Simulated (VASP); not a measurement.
# GaSn (Fm-3m) in VASP: further runs

The runs below take GaSn through single point, vibrations by perturbation theory, with PBE.

Everything below comes from runs of VASP 6.6.1. Logs are shortened: lines on timing, memory, paths and dates and some standing lists are left out, and cuts for length are marked.

**1. The cell of the first run**

It takes space group Fm-3m (No. 225, cubic). The conventional cell has a = 5.801 Å, b = 5.801 Å, c = 5.801 Å, α = 90.00°, β = 90.00°, γ = 90.00°. Ga (site symmetry m-3m) has 6 Sn at 2.90 Å within 3.8 Å. Within 3.8 Å of Sn (site symmetry m-3m) lie 6 Ga at 2.90 Å.

**2. Single point, PBE**

File POSCAR:

```
GaSn
1.0
    0.0000000000      2.9003789511      2.9003789511
    2.9003789511      0.0000000000      2.9003789511
    2.9003789511      2.9003789511      0.0000000000
Ga Sn
1 1
Direct
    0.5000000000      0.5000000000      0.5000000000
    0.0000000000      0.0000000000      0.0000000000
```

File INCAR.step1:

```
SYSTEM = GaSn
  PREC = Accurate
  ENCUT = 520
  EDIFF = 1E-7
  ISMEAR = 0
  SIGMA = 0.1
  LREAL = .FALSE.
  LASPH = .TRUE.
  NELM = 80
  ALGO = Fast
  ISIF = 2
  LWAVE = .FALSE.
  LCHARG = .TRUE.
  GGA = PE
  NBANDS = 20
```

File KPOINTS.step1:

```
regular mesh
0
G
  16 16 16
  0 0 0
```

File INCAR.step2:

```
SYSTEM = GaSn
  PREC = Accurate
  ENCUT = 520
  EDIFF = 1E-7
  ISMEAR = -5
  SIGMA = 0.1
  LREAL = .FALSE.
  LASPH = .TRUE.
  NELM = 80
  ALGO = Fast
  ISIF = 2
  LWAVE = .FALSE.
  LCHARG = .FALSE.
  GGA = PE
  LORBIT = 11
  NEDOS = 1001
  ICHARG = 11
```

File KPOINTS.step2:

```
regular mesh
0
G
  24 24 24
  0 0 0
```

Potentials or basis: VASP PAW PBE potentials, release 64 (Ga_d, Sn_d).

Started as:

```
> cat potpaw_PBE.64/Ga_d/POTCAR potpaw_PBE.64/Sn_d/POTCAR > POTCAR
> cp INCAR.step1 INCAR
> cp KPOINTS.step1 KPOINTS
> mpirun -np 1 vasp_std > vasp.out
> cp INCAR.step2 INCAR
> cp KPOINTS.step2 KPOINTS
> mpirun -np 1 vasp_std > vasp.out
```

OUTCAR:

```text
SYSTEM = GaSn
   PREC = Accurate
   ENCUT = 520
   EDIFF = 1E-7
   ISMEAR = -5
   LREAL = .FALSE.
   LASPH = .TRUE.
   NELM = 80
   ISIF = 2
   GGA = PE
   LORBIT = 11
   ICHARG = 11

 ion  position               nearest neighbor table
   1  0.500  0.500  0.500-   2 2.90   2 2.90   2 2.90   2 2.90   2 2.90   2 2.90
   2  0.000  0.000  0.000-   1 2.90   1 2.90   1 2.90   1 2.90   1 2.90   1 2.90

  LATTYP: Found a face centered cubic cell.
 ALAT       =     5.8007579022

  Lattice vectors:

 A1 = (   0.0000000000,   2.9003789511,   2.9003789511)
 A2 = (   2.9003789511,   0.0000000000,   2.9003789511)
 A3 = (   2.9003789511,   2.9003789511,   0.0000000000)

Analysis of symmetry for initial positions (statically):
=====================================================================
 Subroutine PRICEL returns:
 Original cell was already a primitive cell.

 Routine SETGRP: Setting up the symmetry group for a
 face centered cubic supercell.

 Subroutine GETGRP returns: Found 48 space group operations
 (whereof 48 operations were pure point group operations)
 out of a pool of 48 trial point group operations.

The static configuration has the point symmetry O_h .

Analysis of symmetry for dynamics (positions and initial velocities):
=====================================================================
 Subroutine PRICEL returns:
 Original cell was already a primitive cell.

 Routine SETGRP: Setting up the symmetry group for a
 face centered cubic supercell.

 Subroutine GETGRP returns: Found 48 space group operations
 (whereof 48 operations were pure point group operations)
 out of a pool of 48 trial point group operations.

The dynamic configuration has the point symmetry O_h .

 Subroutine INISYM returns: Found 48 space group operations
 (whereof 48 operations are pure point group operations),
 and found     1 'primitive' translations

----------------------------------------------------------------------------------------

                                     Primitive cell

  volume of cell :      48.7971

  direct lattice vectors                    reciprocal lattice vectors
     0.000000000  2.900378951  2.900378951    -0.172391266  0.172391266  0.172391266
     2.900378951  0.000000000  2.900378951     0.172391266 -0.172391266  0.172391266
     2.900378951  2.900378951  0.000000000     0.172391266  0.172391266 -0.172391266

  length of vectors
     4.101755249  4.101755249  4.101755249     0.298590432  0.298590432  0.298590432

  position of ions in fractional coordinates (direct lattice)
     0.500000000  0.500000000  0.500000000
     0.000000000  0.000000000  0.000000000

  ion indices of the primitive-cell ions
   primitive index   ion index
                 1           1
                 2           2

----------------------------------------------------------------------------------------

 KPOINTS: regular mesh

Automatic generation of k-mesh.
 Grid dimensions read from file:
 generate k-points for:   24   24   24

 Generating k-lattice:

  Cartesian coordinates                     Fractional coordinates (reciprocal lattice)
    -0.007182969  0.007182969  0.007182969     0.041666667  0.000000000  0.000000000
     0.007182969 -0.007182969  0.007182969     0.000000000  0.041666667  0.000000000
     0.007182969  0.007182969 -0.007182969     0.000000000  0.000000000  0.041666667

  Length of vectors
     0.012441268  0.012441268  0.012441268

  Shift w.r.t. Gamma in fractional coordinates (k-lattice)
     0.000000000  0.000000000  0.000000000

 TETIRR: Found   1864 inequivalent tetrahedra from    82944

 Subroutine IBZKPT returns following result:
 ===========================================

 Found    413 irreducible k-points:

 Following reciprocal coordinates:
            Coordinates               Weight
  0.000000  0.000000  0.000000      1.000000
  0.041667  0.000000  0.000000      8.000000
  0.083333  0.000000  0.000000      8.000000
  0.125000  0.000000  0.000000      8.000000
  0.166667  0.000000  0.000000      8.000000
  0.208333  0.000000  0.000000      8.000000
[... 16 lines left out ...]
  0.416667  0.041667  0.000000     24.000000
  0.458333  0.041667  0.000000     24.000000
 [... further k-points ...]
   k-points           NKPTS =    413   k-points in BZ     NKDIM =    413   number of bands    NBANDS=     17
   number of dos      NEDOS =   1001   number of ions     NIONS =      2
   total plane-waves  NPLWV =  32768
   dimension x,y,z NGX =    32 NGY =   32 NGZ =   32
   dimension x,y,z NGXF=    64 NGYF=   64 NGZF=   64
   ions per type =               1   1
   NGX,Y,Z   is equivalent  to a cutoff of  12.97, 12.97, 12.97 a.u.
   NGXF,Y,Z  is equivalent  to a cutoff of  25.94, 25.94, 25.94 a.u.
 SYSTEM =  GaSn
   PREC   = accura    normal or accurate (medium, high low for compatibility)
   ISTART =      0    job   : 0-new  1-cont  2-samecut
   ICHARG =     11    charge: 1-file 2-atom 10-const
   ISPIN  =      1    spin polarized calculation?
   LNONCOLLINEAR =      F non collinear calculations
   LSORBIT =      F    spin-orbit coupling
   LASPH  =      T    aspherical Exc in radial PAW
   ENCUT  =  520.0 eV  38.22 Ry    6.18 a.u.   7.63  7.63  7.63*2*pi/ulx,y,z
   NELM   =     80;   NELMIN=  2; NELMDL=  0     # of ELM steps
   EDIFF  = 0.1E-06   stopping-criterion for ELM
   LREAL  =      F    real-space projection
   EDIFFG = 0.1E-05   stopping-criterion for IOM
   NSW    =      0    number of steps for IOM
   IBRION =     -1    ionic relax: 0-MD 1-quasi-New 2-CG
   NFREE  =      0    steps in history (QN), initial steepest desc. (CG)
   ISIF   =      2    stress and relaxation
   ISYM   =      2    0-nonsym 1-usesym 2-fastsym
   POTIM  = 0.5000    time-step for ionic-motion
   TEBEG  =    0.0;   TEEND  =   0.0 temperature during run
   PSTRESS=    0.0 pullay stress
   NELECT =      27.0000    total number of electrons
   NUPDOWN=      -1.0000    fix difference up-down
   EMIN   =  10.00;   EMAX   =-10.00  energy-range for DOS
   EFERMI =   0.00;   METHOD = LEGACY
   ISMEAR =    -5;   SIGMA  =   0.10  broadening in eV -4-tet -1-fermi 0-gaus
   EFERMI_NEDOS =   21; number of points for ismear=-14 and -15
   IALGO  =     68    algorithm
   IMIX   =      4    mixing-type and parameters
     AMIX     =   0.40;   BMIX     =  1.00
     AMIX_MAG =   1.60;   BMIX_MAG =  1.00
  volume/ion in A,a.u.               =      24.40       164.65
  Fermi-wavevector in a.u.,A,eV,Ry     =   1.343996  2.539784 24.576551  1.806326
  Thomas-Fermi vector in A             =   2.472025
   LORBIT       =     11    0 simple, 1 ext, 2 COOP (PROOUT), +10 PAW based schemes
   GGA     = PE    functional components
   LHFCALC =     F    Hartree Fock is set to
   AEXX    =    0.0000 exact exchange contribution
   IVDW    =     0    specifies the selected vdW correction
   LEPSILON=     F    determine dielectric tensor
   LRPA    =     F    only Hartree local field effects (RPA)
 non-spin polarized calculation
 RMM-DIIS sequential band-by-band and
 Fermi weights with tetrahedron method with Bloechl corrections
  energy-cutoff  :      520.00
  volume of cell :       48.80
 maximum number of plane-waves:      1363

 number of electron      26.9999983 magnetization

 Free energy of the ion-electron system (eV)
  ---------------------------------------------------
  ext. energy  EPLUGINS =         0.00000000
  ---------------------------------------------------
  free energy    TOTEN  =        -6.58870687 eV

  energy without entropy =       -6.58870687  energy(sigma->0) =       -6.58870687

 E-fermi :   6.2044     XC(G=0): -10.2696

 val. band max:        6.2731382149   @ k =  -0.3750   0.2500   0.0000
 cond. band min:       6.1697869440   @ k =   0.5000   0.1667   0.0417
 fundamental gap:     -0.1033512709
 Fermi energy:         6.2043929815

 k-point     1 :       0.0000    0.0000    0.0000
  band No.  band energies     occupation
      1     -15.1547      2.00000
      2     -15.1547      2.00000
      3     -15.1286      2.00000
      4     -15.1286      2.00000
      5     -15.1286      2.00000
      6      -8.5912      2.00000
[... 9 lines left out ...]
     16      13.0759      0.00000
     17      13.0812      0.00000

 k-point     2 :       0.0417    0.0000    0.0000
  band No.  band energies     occupation
      1     -15.1546      2.00000
      2     -15.1546      2.00000
      3     -15.1285      2.00000
      4     -15.1283      2.00000
      5     -15.1283      2.00000
      6      -8.5917      2.00000
[... 9 lines left out ...]
     16      12.9618      0.00000
     17      13.0548      0.00000

 k-point     3 :       0.0833    0.0000    0.0000
  band No.  band energies     occupation
      1     -15.1544      2.00000
      2     -15.1544      2.00000
      3     -15.1282      2.00000
      4     -15.1275      2.00000
      5     -15.1275      2.00000
      6      -8.5931      2.00000
[... 9 lines left out ...]
     16      12.5893      0.00000
     17      12.7517      0.00000

 k-point     4 :       0.1250    0.0000    0.0000
  band No.  band energies     occupation
      1     -15.1541      2.00000
      2     -15.1541      2.00000
      3     -15.1278      2.00000
      4     -15.1261      2.00000
      5     -15.1261      2.00000
      6      -8.5954      2.00000
[... 9 lines left out ...]
     16      12.1114      0.00000
     17      12.4350      0.00000
[... 343 lines left out ...]
      1     -15.1541      2.00000
      2     -15.1533      2.00000
      3     -15.1243      2.00000
      4     -15.1133      2.00000
      5     -15.1119      2.00000
      6      -8.6184      2.00000
[... 9 lines left out ...]
     16       9.8416      0.00000
     17      10.0229      0.00000

 k-point    23 :       0.4167    0.0417    0.0000
  band No.  band energies     occupation
      1     -15.1542      2.00000
      2     -15.1535      2.00000
      3     -15.1238      2.00000
      4     -15.1114      2.00000
      5     -15.1101      2.00000
      6      -8.6206      2.00000
[... 9 lines left out ...]
     16       9.6696      0.00000
     17       9.9253      0.00000

 k-point    24 :       0.4583    0.0417    0.0000
  band No.  band energies     occupation
      1     -15.1542      2.00000
      2     -15.1536      2.00000
      3     -15.1234      2.00000
      4     -15.1099      2.00000
      5     -15.1090      2.00000
      6      -8.6219      2.00000
[... 9 lines left out ...]
     16       9.3540      0.00000
     17      10.0034      0.00000

 [... further k-points ...]

------------------------ aborting loop because EDIFF is reached ----------------------------------------

  FORCE on cell =-STRESS in cart. coord.  units (eV):
  Direction    XX          YY          ZZ          XY          YZ          ZX
  --------------------------------------------------------------------------------------
  -------------------------------------------------------------------------------------
  Total        0.0072640      0.0072640      0.0072640      0.0000000     -0.0000000      0.0000000
  in kB        0.2385021      0.2385021      0.2385021      0.0000000     -0.0000000      0.0000000
  external PRESSURE =       0.2385021 kB  Pullay stress =       0.0000000 kB

 VOLUME and BASIS-vectors are now :
 -----------------------------------------------------------------------------
  energy-cutoff  :      520.00
  volume of cell :       48.80
      direct lattice vectors                 reciprocal lattice vectors
     0.000000000  2.900378951  2.900378951    -0.172391266  0.172391266  0.172391266
     2.900378951  0.000000000  2.900378951     0.172391266 -0.172391266  0.172391266
     2.900378951  2.900378951  0.000000000     0.172391266  0.172391266 -0.172391266

 POSITION                                       TOTAL-FORCE (eV/Angst)
 -----------------------------------------------------------------------------------
      2.90038      2.90038      2.90038         0.000000      0.000000      0.000000
      0.00000      0.00000      0.00000        -0.000000     -0.000000     -0.000000
 -----------------------------------------------------------------------------------
    total drift:                                0.000000     -0.000000      0.000000

  FREE ENERGIE OF THE ION-ELECTRON SYSTEM (eV)
  ---------------------------------------------------
  free  energy   TOTEN  =        -6.5887068717 eV

  energy  without entropy=       -6.5887068717  energy(sigma->0) =       -6.58870687

 total charge

# of ion       s       p       d       tot
------------------------------------------
    1        0.998   0.611   9.943  11.552
    2        1.235   1.002   9.973  12.210
--------------------------------------------------
tot          2.232   1.613  19.916  23.761
```

Run time: 3.8 min. Hardware: 1 thread of Intel Xeon Platinum 8488C (Sapphire Rapids), shared host; peak memory 0.48 GiB.

Results:

```yaml
Valence_electrons_inside_the_program's_atomic_spheres: Ga 11.55; Sn 12.21
```

Caveat: spin-orbit coupling is left out, which moves the levels of the heavy elements.

**3. Vibrations by perturbation theory, PBE**

This run uses another cell than the first one, of 24.49 Å³/atom.

File INCAR:

```
PREC = Accurate
ENCUT = 520
EDIFF = 1E-8
ISMEAR = -1
SIGMA = 0.15
LREAL = F
LASPH = T
NELM = 100
ALGO = Normal
ISIF = 2
LWAVE = F
LCHARG = T
GGA = PE
NBANDS = 20
IBRION = 8
NSW = 1
```

File KPOINTS:

```
Automatic mesh
0
Gamma
  16 16 16
```

File POSCAR:

```
GaSn
1.0
    0.0000000000      2.9038772611      2.9038772611
    2.9038772611      0.0000000000      2.9038772611
    2.9038772611      2.9038772611      0.0000000000
Ga Sn
1 1
Direct
    0.5000000000      0.5000000000      0.5000000000
    0.0000000000      0.0000000000      0.0000000000
```

Potentials or basis: VASP PAW PBE potentials, release 64 (Ga_d, Sn_d).

Started as:

```
> cat potpaw_PBE.64/Ga_d/POTCAR potpaw_PBE.64/Sn_d/POTCAR > POTCAR
> mpirun -np 1 vasp_std > vasp.out
```

OUTCAR:

```text
PREC = Accurate
   ENCUT = 520
   EDIFF = 1E-8
   ISMEAR = -1
   LREAL = F
   LASPH = T
   NELM = 100
   ISIF = 2
   GGA = PE
   IBRION = 8
   NSW = 1

 ion  position               nearest neighbor table
   1  0.500  0.500  0.500-   2 2.90   2 2.90   2 2.90   2 2.90   2 2.90   2 2.90
   2  0.000  0.000  0.000-   1 2.90   1 2.90   1 2.90   1 2.90   1 2.90   1 2.90

  LATTYP: Found a face centered cubic cell.
 ALAT       =     5.8077545222

  Lattice vectors:

 A1 = (   0.0000000000,   2.9038772611,   2.9038772611)
[... 806 lines left out ...]
  1X    -2.780967    0.000000    0.000000    2.780967    0.000000    0.000000
  1Y     0.000000   -2.780967    0.000000    0.000000    2.780967    0.000000
  1Z     0.000000    0.000000   -2.780967    0.000000    0.000000    2.780967
  2X     2.770510    0.000000    0.000000   -2.770510    0.000000    0.000000
  2Y     0.000000    2.770510    0.000000    0.000000   -2.770510    0.000000
  2Z     0.000000    0.000000    2.770510    0.000000    0.000000   -2.770510

 Eigenvectors and eigenvalues of the dynamical matrix
 ----------------------------------------------------

   1 f  =    3.930912 THz    24.698647 2PiTHz  131.121104 cm-1    16.256938 meV
             X         Y         Z           dx          dy          dz
      2.903877  2.903877  2.903877     0.794269   -0.000000    0.000000
      0.000000  0.000000  0.000000    -0.607567    0.000000    0.000000
[... 21 lines left out ...]
   6 f/i=    0.003573 THz     0.022453 2PiTHz    0.119198 cm-1     0.014779 meV
             X         Y         Z           dx          dy          dz
      2.903877  2.903877  2.903877     0.148194   -0.306665   -0.503123
      0.000000  0.000000  0.000000     0.193733   -0.400901   -0.657730

--------------------------------------------------------------------------------------------------------

 ELASTIC MODULI CONTR FROM IONIC RELAXATION (kBar)
 Direction    XX          YY          ZZ          XY          YZ          ZX
 --------------------------------------------------------------------------------
 XX           0.0000      0.0000      0.0000      0.0000      0.0000      0.0000
 YY           0.0000      0.0000      0.0000      0.0000      0.0000      0.0000
 ZZ           0.0000      0.0000      0.0000      0.0000      0.0000      0.0000
 XY           0.0000      0.0000      0.0000      0.0000      0.0000      0.0000
 YZ           0.0000      0.0000      0.0000      0.0000      0.0000      0.0000
 ZX           0.0000      0.0000      0.0000      0.0000      0.0000      0.0000
 --------------------------------------------------------------------------------
```

Wall time 9.3 min (1 thread of Intel Xeon Platinum 8488C (Sapphire Rapids), shared host); peak memory 0.79 GiB.

Results:

| Quantity | Value |
| --- | --- |
| Highest phonon frequency at Γ | 131 cm⁻¹ |

Phonon frequencies in cm⁻¹ (negative: imaginary):
| q point | frequencies |
| --- | --- |
| (0.000, 0.000, 0.000) | 0 0 0 131 131 131 |

Caveat: spin-orbit coupling is left out, which moves the levels of the heavy elements.
